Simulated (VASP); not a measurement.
The system is ZnAu.

```xyz
2
Lattice="3.1470 0.0000 0.0000 0.0000 3.1470 0.0000 0.0000 0.0000 3.1470" Properties=species:S:1:pos:R:3 pbc="T T T"
Zn    1.5735    1.5735    1.5735
Au    0.0000    0.0000    0.0000
```

Base run:

| Quantity | Value |
| --- | --- |
| Program | VASP 6.6.1 |
| Functional | BLYP |
| Potentials or basis | VASP PAW PBE potentials, release 64 (Zn, Au) |
| Cutoff | 520 eV |
| k mesh | 10 × 10 × 10 |
| Occupations | fermi-dirac, width 0.1 eV |
| Spin | no spin polarisation |

Its results: pressure 14.3 GPa.

**Question.** The run is repeated on the same cell with these changes: functional from BLYP to RPBE. What comes out?

**Answer.** Pressure 8.8 GPa.

Caveats: the PAW data sets were made with another functional, which shifts forces and pressure a little.
